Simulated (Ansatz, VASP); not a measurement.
SnSe2 in VASP and in Ansatz

```
Sn Se
1.0
     3.87189    0.00000    0.00000
    -1.93594    3.35315    0.00000
     0.00000    0.00000    6.98477
Sn Se
1 2
Cartesian
  0.0000 0.0000 0.0000
  1.9359 1.1177 5.3904
  0.0000 2.2354 1.5944
```

Alike in both runs: task relaxation of cell and atoms; functional PBE; k mesh 9 × 9 × 4; occupations gaussian, width 0.02 eV; no spin polarisation.

```csv
,VASP,Ansatz
version,VASP 6.6.1,Ansatz 0.2.0
potentials or method,"VASP PAW PBE potentials, release 64 (Sn_d, Se), cutoff 500 eV","scalar-relativistic, plane waves, PAW"
valence electrons in the cell,26,46
```

Ansatz gave:

| Property | Result |
| --- | --- |
| gap on the k mesh at the Fermi level, each at its own relaxed structure (eV) | 0.76 |
| relaxed volume (Å³/atom) | 30.23 |
| relaxed length of the cell vector where the two differ most in proportion (Å) | 6.985 |

Problem. Estimate VASP's values.

Solution. gap on the k mesh at the Fermi level, each at its own relaxed structure (eV): 0.75; relaxed volume (Å³/atom): 30.26; relaxed length of the cell vector where the two differ most in proportion (Å): 6.987.

VASP's potentials hold 26 valence electrons a cell and Ansatz's 46, so a difference there can come from the potentials and not from the codes.
